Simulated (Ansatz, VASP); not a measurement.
Ge in VASP and in Ansatz

```xyz
2
Lattice="0.0000 2.8107 2.8107 2.8107 0.0000 2.8107 2.8107 2.8107 0.0000" Properties=species:S:1:pos:R:3 pbc="T T T"
Ge    2.7615    2.8107    2.8107
Ge    4.2653    4.2161    4.2161
```

Change from the starting cell: mode 4 frozen in at -0.049 Å, strain +e along z and -e/2 along x and y +0.0000.

Alike in both runs: task single point; functional LDA; k mesh 14 × 14 × 14; occupations gaussian, width 0.15 eV; no spin polarisation.

|  | VASP | Ansatz |
| --- | --- | --- |
| version | VASP 6.6.1 | Ansatz 0.2.0 |
| potentials or method | VASP PAW LDA potentials, release 64 (Ge_d), cutoff 520 eV | scalar-relativistic, plane waves, PAW |
| valence electrons in the cell | 28 | 28 |

Ansatz gave:

```
gap on the k mesh at the Fermi level (eV)                     : none
pressure (GPa)                                                : 0.4
traceless stress, the component that is largest in VASP (GPa) : -3.13
rms of the force components (eV/Å)                            : 0.631
```

Q: Which values does VASP return?

A: gap on the k mesh at the Fermi level (eV): none; pressure (GPa): 0.6; traceless stress, the component that is largest in VASP (GPa): -3.17; rms of the force components (eV/Å): 0.636.

Ansatz warns that its potentials were made for another functional, while VASP's fit it. LDA's correlation is that of Perdew and Zunger in VASP and of Perdew and Wang (1992) in Ansatz. Atom by atom the forces differ by 0.005 eV/Å (rms over components). A gap of «none» marks a metal or a gap that the smearing closes.
